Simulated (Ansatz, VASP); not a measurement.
## One calculation of Cu, two programs

File INCAR:

```
SYSTEM = Cu
ALGO = Normal
EDIFF = 1E-6
ENCUT = 520
GGA = PE
ISIF = 2
ISMEAR = -1
LASPH = .True.
LCHARG = .False.
LREAL = .False.
LWAVE = .False.
NBANDS = 12
NELM = 100
PREC = Accurate
SIGMA = 0.1
```

Contents of KPOINTS:

```
k-points
0
Gamma
  21 21 21
  0 0 0
```

File POSCAR:

```
Cu
1.0
    2.4692886313      0.0000000000      0.0000000000
    0.0000000000      2.4692886313      0.0000000000
    0.0000000000      0.0000000000      2.4692886313
Cu
1
Direct
    0.0000000000      0.0000000000      0.0000000000
```

Input for Ansatz:

```yaml
crystal:
  lattice:
    - [2.4692886313, 0.0, 0.0]
    - [0.0, 2.4692886313, 0.0]
    - [0.0, 0.0, 2.4692886313]
  atoms:
    - { symbol: Cu, position: [0.0, 0.0, 0.0] }
hamiltonian:
  xc: pbe
  pseudopotentials:
    kind: paw
    azcp:
      Cu: "pseudopotentials/Cu.paw.azcp"
basis:
  ecutwfc: 420
  fft_grid_basis: typed
kpoints:
  mp_grid: { grid: [21, 21, 21], shift: [0, 0, 0] }
magnetization:
  spin_polarized: false
scf:
  occupations: { method: fermi_dirac, width: 0.1 }
output:
  stress: true
```

Alike in both runs: task single point; functional PBE; k mesh 21 × 21 × 21; occupations fermi-dirac, width 0.1 eV; no spin polarisation.

|  | VASP | Ansatz |
| --- | --- | --- |
| version | VASP 6.6.1 | Ansatz 0.2.0 |
| potentials or method | VASP PAW PBE potentials, release 64 (Cu), cutoff 520 eV | plane waves (420 eV) with PAW, scalar-relativistic |
| valence electrons in the cell | 11 | 19 |

```tsv
	VASP	Ansatz	Ansatz less VASP
pressure (GPa)	-5.7	-6.5	-0.82
```

VASP's potentials hold 11 valence electrons a cell and Ansatz's 19, so a difference there can come from the potentials and not from the codes.
